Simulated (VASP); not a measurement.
# Be4ZnSe (I4/mmm) in VASP: single point with PBE

Aim: the single point of Be4ZnSe with PBE.

Everything below comes from runs of VASP 6.6.1. Logs are shortened: lines on timing, memory, paths and dates and some standing lists are left out, and cuts for length are marked.

## Step 1: The cell of the first run

It takes space group I4/mmm (No. 139, tetragonal). The conventional cell has a = 6.172 Å, b = 6.172 Å, c = 5.579 Å, α = 90.00°, β = 90.00°, γ = 90.00°. Within 2.9 Å of Be (site symmetry m2m) lie 1 Se at 2.18 Å and 1 Zn at 2.18 Å and 2 Be at 2.79 Å. Within 2.9 Å of Zn (site symmetry 4/mmm) lie 4 Be at 2.18 Å and 2 Se at 2.79 Å. Within 2.9 Å of Se (site symmetry 4/mmm) lie 4 Be at 2.18 Å and 2 Zn at 2.79 Å.

The cell was generated, and may not be a known phase.

## Step 2: Single point, PBE

Input file INCAR:

```
SYSTEM = Be4ZnSe
  PREC = Accurate
  ENCUT = 600
  EDIFF = 1E-6
  ISMEAR = 0
  SIGMA = 0.2
  LREAL = .False.
  LASPH = .True.
  NELM = 120
  ALGO = Normal
  ISIF = 2
  LWAVE = .False.
  LCHARG = .False.
  GGA = PE
  NBANDS = 22
  GGA_COMPAT = .False.
```

Input file KPOINTS:

```
Automatic mesh
0
Gamma
  5 5 5
  0 0 0
```

Input file POSCAR:

```
Be4ZnSe
1.0
   -3.0857831238      3.0857831238      2.7894931222
    3.0857831238     -3.0857831238      2.7894931222
    3.0857831238      3.0857831238     -2.7894931222
Be Zn Se
4 1 1
Direct
    0.7503198866      0.7503198866      0.5006397731
    0.2496801134      0.2496801134      0.4993602269
    0.7503198866      0.2496801134      0.0000000000
    0.2496801134      0.7503198866      0.0000000000
    0.5000000000      0.5000000000      0.0000000000
    0.0000000000      0.0000000000      0.0000000000
```

Potentials or basis: VASP PAW PBE potentials, release 64 (Be, Zn, Se).

Run with:

```bash
cat potpaw_PBE.64/Be/POTCAR potpaw_PBE.64/Zn/POTCAR potpaw_PBE.64/Se/POTCAR > POTCAR
mpirun -np 1 vasp_std > vasp.out
```

OUTCAR:

```text
SYSTEM = Be4ZnSe
   PREC = Accurate
   ENCUT = 600
   EDIFF = 1E-6
   ISMEAR = 0
   LREAL = .False.
   LASPH = .True.
   NELM = 120
   ISIF = 2
   GGA = PE

 ion  position               nearest neighbor table
   1  0.750  0.750  0.501-   6 2.18   5 2.18
   2  0.250  0.250  0.499-   6 2.18   5 2.18
   3  0.750  0.250  0.000-   6 2.18   5 2.18
   4  0.250  0.750  0.000-   6 2.18   5 2.18
   5  0.500  0.500  0.000-   1 2.18   2 2.18   4 2.18   3 2.18   6 2.79   6 2.79
   6  0.000  0.000  0.000-   3 2.18   4 2.18   1 2.18   2 2.18   5 2.79   5 2.79

  LATTYP: Found a body centered tetragonal cell.
 ALAT       =     6.1715662476
 C/A-ratio  =     0.9039822341

  Lattice vectors:

 A1 = (  -3.0857831238,   3.0857831238,   2.7894931222)
 A2 = (   3.0857831238,  -3.0857831238,   2.7894931222)
 A3 = (   3.0857831238,   3.0857831238,  -2.7894931222)

Analysis of symmetry for initial positions (statically):
=====================================================================
 Subroutine PRICEL returns:
 Original cell was already a primitive cell.

 Routine SETGRP: Setting up the symmetry group for a
 body centered tetragonal supercell.

 Subroutine GETGRP returns: Found 16 space group operations
 (whereof 16 operations were pure point group operations)
 out of a pool of 16 trial point group operations.

The static configuration has the point symmetry D_4h.

Analysis of symmetry for dynamics (positions and initial velocities):
=====================================================================
 Subroutine PRICEL returns:
 Original cell was already a primitive cell.

 Routine SETGRP: Setting up the symmetry group for a
 body centered tetragonal supercell.

 Subroutine GETGRP returns: Found 16 space group operations
 (whereof 16 operations were pure point group operations)
 out of a pool of 16 trial point group operations.

The dynamic configuration has the point symmetry D_4h.

 Subroutine INISYM returns: Found 16 space group operations
 (whereof 16 operations are pure point group operations),
 and found     1 'primitive' translations

----------------------------------------------------------------------------------------

                                     Primitive cell

  volume of cell :     106.2469

  direct lattice vectors                    reciprocal lattice vectors
    -3.085783124  3.085783124  2.789493122     0.000000000  0.162033422  0.179244034
     3.085783124 -3.085783124  2.789493122     0.162033422  0.000000000  0.179244034
     3.085783124  3.085783124 -2.789493122     0.162033422  0.162033422  0.000000000

  length of vectors
     5.179323011  5.179323011  5.179323011     0.241626269  0.241626269  0.229149863

  position of ions in fractional coordinates (direct lattice)
     0.750319887  0.750319887  0.500639773
     0.249680113  0.249680113  0.499360227
     0.750319887  0.249680113  0.000000000
     0.249680113  0.750319887  0.000000000
     0.500000000  0.500000000  0.000000000
     0.000000000  0.000000000  0.000000000

  ion indices of the primitive-cell ions
   primitive index   ion index
                 1           1
                 2           2
                 3           3
                 4           4
                 5           5
                 6           6

----------------------------------------------------------------------------------------

 KPOINTS: Automatic mesh

Automatic generation of k-mesh.
 Grid dimensions read from file:
 generate k-points for:    5    5    5

 Generating k-lattice:

  Cartesian coordinates                     Fractional coordinates (reciprocal lattice)
     0.000000000  0.032406684  0.035848807     0.200000000  0.000000000  0.000000000
     0.032406684  0.000000000  0.035848807     0.000000000  0.200000000  0.000000000
     0.032406684  0.032406684  0.000000000     0.000000000  0.000000000  0.200000000

  Length of vectors
     0.048325254  0.048325254  0.045829973

  Shift w.r.t. Gamma in fractional coordinates (k-lattice)
     0.000000000  0.000000000  0.000000000

 Subroutine IBZKPT returns following result:
 ===========================================

 Found     18 irreducible k-points:

 Following reciprocal coordinates:
            Coordinates               Weight
  0.000000  0.000000  0.000000      1.000000
  0.200000  0.000000  0.000000      8.000000
  0.400000  0.000000  0.000000      8.000000
  0.200000  0.200000  0.000000      8.000000
  0.400000  0.200000 -0.000000     16.000000
 -0.400000  0.200000  0.000000     16.000000
[... 10 lines left out ...]
 -0.400000  0.400000  0.400000      4.000000
 -0.400000 -0.400000  0.400000      2.000000
   k-points           NKPTS =     18   k-points in BZ     NKDIM =     18   number of bands    NBANDS=     22
   number of dos      NEDOS =    301   number of ions     NIONS =      6
   total plane-waves  NPLWV =  74088
   dimension x,y,z NGX =    42 NGY =   42 NGZ =   42
   dimension x,y,z NGXF=    84 NGYF=   84 NGZF=   84
   ions per type =               4   1   1
   NGX,Y,Z   is equivalent  to a cutoff of  13.48, 13.48, 13.48 a.u.
   NGXF,Y,Z  is equivalent  to a cutoff of  26.96, 26.96, 26.96 a.u.
 SYSTEM =  Be4ZnSe
   PREC   = accura    normal or accurate (medium, high low for compatibility)
   ISTART =      0    job   : 0-new  1-cont  2-samecut
   ICHARG =      2    charge: 1-file 2-atom 10-const
   ISPIN  =      1    spin polarized calculation?
   LNONCOLLINEAR =      F non collinear calculations
   LSORBIT =      F    spin-orbit coupling
   LASPH  =      T    aspherical Exc in radial PAW
   ENCUT  =  600.0 eV  44.10 Ry    6.64 a.u.  10.34 10.34 10.34*2*pi/ulx,y,z
   NELM   =    120;   NELMIN=  2; NELMDL= -5     # of ELM steps
   EDIFF  = 0.1E-05   stopping-criterion for ELM
   LREAL  =      F    real-space projection
[... 7 lines left out ...]
   TEBEG  =    0.0;   TEEND  =   0.0 temperature during run
   PSTRESS=    0.0 pullay stress
   NELECT =      26.0000    total number of electrons
   NUPDOWN=      -1.0000    fix difference up-down
   EMIN   =  10.00;   EMAX   =-10.00  energy-range for DOS
   EFERMI =   0.00;   METHOD = LEGACY
   ISMEAR =     0;   SIGMA  =   0.20  broadening in eV -4-tet -1-fermi 0-gaus
   EFERMI_NEDOS =   21; number of points for ismear=-14 and -15
   IALGO  =     38    algorithm
   IMIX   =      4    mixing-type and parameters
     AMIX     =   0.40;   BMIX     =  1.00
     AMIX_MAG =   1.60;   BMIX_MAG =  1.00
  volume/ion in A,a.u.               =      17.71       119.50
  Fermi-wavevector in a.u.,A,eV,Ry     =   1.023986  1.935053 14.266346  1.048547
  Thomas-Fermi vector in A             =   2.157749
   LORBIT       =      0    0 simple, 1 ext, 2 COOP (PROOUT), +10 PAW based schemes
   GGA     = PE    functional components
   LHFCALC =     F    Hartree Fock is set to
   AEXX    =    0.0000 exact exchange contribution
   IVDW    =     0    specifies the selected vdW correction
   LEPSILON=     F    determine dielectric tensor
   LRPA    =     F    only Hartree local field effects (RPA)
 non-spin polarized calculation
 Gauss-broadening in eV      SIGMA  =   0.20
  energy-cutoff  :      600.00
  volume of cell :      106.25
 maximum number of plane-waves:      3563
 NGX is ok and might be reduce to    42
   NGX = 21   NGY = 21   NGZ = 21

 number of electron      26.0000015 magnetization

 Free energy of the ion-electron system (eV)
  ---------------------------------------------------
  ext. energy  EPLUGINS =         0.00000000
  ---------------------------------------------------
  free energy    TOTEN  =       -13.66696130 eV

  energy without entropy =      -13.59021689  energy(sigma->0) =      -13.62858909

 E-fermi :   2.8315     XC(G=0):  -8.8481

 val. band max:        2.8301044180   @ k =   0.4000   0.4000   0.0000
 cond. band min:       2.8409465952   @ k =   0.4000   0.2000  -0.0000
 fundamental gap:      0.0108421772
 Fermi energy:         2.8314772058

 k-point     1 :       0.0000    0.0000    0.0000
  band No.  band energies     occupation
      1     -12.3176      2.00000
      2      -5.0296      2.00000
      3      -4.9004      2.00000
      4      -4.7370      2.00000
      5      -4.7049      2.00000
      6      -4.7049      2.00000
[... 14 lines left out ...]
     21       8.4141      0.00000
     22       8.8334      0.00000

 k-point     2 :       0.2000    0.0000    0.0000
  band No.  band energies     occupation
      1     -12.2781      2.00000
      2      -5.0248      2.00000
      3      -4.8900      2.00000
      4      -4.7475      2.00000
      5      -4.7289      2.00000
      6      -4.7288      2.00000
[... 14 lines left out ...]
     21       8.1897      0.00000
     22       8.8953      0.00000

 k-point     3 :       0.4000    0.0000    0.0000
  band No.  band energies     occupation
      1     -12.2120      2.00000
      2      -5.0190      2.00000
      3      -4.9015      2.00000
      4      -4.8706      2.00000
      5      -4.7671      2.00000
      6      -4.7390      2.00000
[... 14 lines left out ...]
     21       7.8014      0.00000
     22       8.6628      0.00000
[... 326 lines left out ...]
 k-point    17 :      -0.4000    0.4000    0.4000
  band No.  band energies     occupation
      1     -12.2016      2.00000
      2      -4.9982      2.00000
      3      -4.8034      2.00000
      4      -4.7686      2.00000
      5      -4.6675      2.00000
      6      -4.6650      2.00000
[... 14 lines left out ...]
     21       8.8177      0.00000
     22       8.9925      0.00000

 k-point    18 :      -0.4000   -0.4000    0.4000
  band No.  band energies     occupation
      1     -12.1859      2.00000
      2      -4.9956      2.00000
      3      -4.8142      2.00000
      4      -4.7687      2.00000
      5      -4.7143      2.00000
      6      -4.7143      2.00000
[... 14 lines left out ...]
     21       8.9155      0.00000
     22       8.9155      0.00000

------------------------ aborting loop because EDIFF is reached ----------------------------------------

  FORCE on cell =-STRESS in cart. coord.  units (eV):
  Direction    XX          YY          ZZ          XY          YZ          ZX
  --------------------------------------------------------------------------------------
  -------------------------------------------------------------------------------------
  Total        0.2161110      0.2161110      0.1869550      0.0000000     -0.0000000      0.0000000
  in kB        3.2589033      3.2589033      2.8192363      0.0000000     -0.0000000      0.0000000
  external PRESSURE =       3.1123476 kB  Pullay stress =       0.0000000 kB

 VOLUME and BASIS-vectors are now :
 -----------------------------------------------------------------------------
  energy-cutoff  :      600.00
  volume of cell :      106.25
      direct lattice vectors                 reciprocal lattice vectors
    -3.085783124  3.085783124  2.789493122     0.000000000  0.162033422  0.179244034
     3.085783124 -3.085783124  2.789493122     0.162033422  0.000000000  0.179244034
     3.085783124  3.085783124 -2.789493122     0.162033422  0.162033422  0.000000000

 POSITION                                       TOTAL-FORCE (eV/Angst)
 -----------------------------------------------------------------------------------
      1.54487      1.54487      2.78949        -0.014078     -0.014078     -0.000000
      1.54092      1.54092     -0.00000         0.014078      0.014078      0.000000
     -1.54487      1.54487      2.78949         0.014078     -0.014078      0.000000
      1.54487     -1.54487      2.78949        -0.014078      0.014078      0.000000
      0.00000      0.00000      2.78949         0.000000      0.000000      0.000000
      0.00000      0.00000      0.00000         0.000000      0.000000      0.000000
 -----------------------------------------------------------------------------------
    total drift:                               -0.000000     -0.000000      0.000000

  FREE ENERGIE OF THE ION-ELECTRON SYSTEM (eV)
  ---------------------------------------------------
  free  energy   TOTEN  =       -13.6669612962 eV

  energy  without entropy=      -13.5902168856  energy(sigma->0) =      -13.62858909
```

Wall time 23 s (1 thread of Intel Xeon 6975P-C (Granite Rapids), shared host); peak memory 0.28 GiB.

Results:

- Free energy: -13.6670 eV
- Pressure: 0.3 GPa
- Largest force: 0.020 eV/Å
- Band gap on the k mesh: zero (bands 13 and 14 overlap by 1.11 eV)

Forces in eV/Å, atoms in the order of the input:
```
Be  -0.014 -0.014  0.000
Be   0.014  0.014  0.000
Be   0.014 -0.014  0.000
Be  -0.014  0.014  0.000
Zn   0.000  0.000  0.000
Se   0.000  0.000  0.000
```

Levels at points of the mesh, in eV from the Fermi level:
```tsv
k point	band 11	band 12	band 13	band 14	band 15	band 16
(0.00, 0.00, 0.00)	-1.10	-1.10	-0.79	-0.59	-0.59	-0.30
```
